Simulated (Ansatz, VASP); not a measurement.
One calculation of TaGe3, two programs

```
Ta Ge
1.0
     4.12467    0.00000    0.00000
     0.00000    4.12467    0.00000
     0.00000    0.00000    4.12467
Ta Ge
1 3
Cartesian
  0.0000 0.0000 0.0000
  2.0623 2.0623 0.0000
  0.0000 2.0623 2.0623
  2.0623 0.0000 2.0623
```

Change from the starting cell: species swapped into the Al3Ga type (Pm-3m, No. 221).

Alike in both runs: functional PBE; k mesh 12 × 12 × 12; occupations gaussian, width 0.1 eV; no spin polarisation.

Ansatz relaxed the structure, and its values are those at the end. VASP's run is a single point on that final structure, the one shown.

```csv
,VASP,Ansatz
version,VASP 6.6.1,Ansatz 0.2.0
potentials or method,"VASP PAW PBE potentials, release 64 (Ta_pv, Ge_d), cutoff 520 eV","scalar-relativistic, plane waves, PAW"
valence electrons in the cell,53,55
```

```csv
,VASP,Ansatz,Ansatz less VASP
gap on the k mesh at the Fermi level (eV),none,none,-
pressure (GPa),0.1,0.0,-0.10
```

A gap of «none» marks a metal or a gap that the smearing closes. The functional is the same, so the differences come from potentials, cutoffs and numerics. VASP's potentials hold 53 valence electrons a cell and Ansatz's 55, so a difference there can come from the potentials and not from the codes.

Spin-orbit coupling is off throughout.
